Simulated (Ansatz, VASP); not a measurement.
Si in VASP and in Ansatz

```xyz
10
Lattice="3.8677 0.0000 0.0000 0.0000 3.8677 0.0000 0.0000 0.0000 27.3070" Properties=species:S:1:pos:R:3 pbc="T T T"
Si    0.0000    1.9339    7.5000
Si    0.0000    0.0000    8.8674
Si    1.9339    0.0000   10.2349
Si    1.9339    1.9339   11.6023
Si    0.0000    1.9339   12.9698
Si    0.0000    0.0000   14.3372
Si    1.9339    0.0000   15.7046
Si    1.9339    1.9339   17.0721
Si    0.0000    1.9339   18.4395
Si    0.0000    0.0000   19.8070
```

Alike in both runs: task single point; functional PBE; k mesh 7 × 7 × 1; occupations fermi-dirac, width 0.3 eV; no spin polarisation.

```csv
,VASP,Ansatz
version,VASP 6.6.1,Ansatz 0.2.0
potentials or method,"VASP PAW PBE potentials, release 64 (Si), cutoff 520 eV","scalar-relativistic, plane waves, PAW"
valence electrons in the cell,40,40
```

|  | VASP | Ansatz | Ansatz less VASP |
| --- | --- | --- | --- |
| gap on the k mesh at the Fermi level (eV) | none | none | - |
| rms of the force components (eV/Å) | 0.007 | 0.008 | +0.0007 |

Atom by atom the forces differ by 0.001 eV/Å (rms over components). A gap of «none» marks a metal or a gap that the smearing closes.
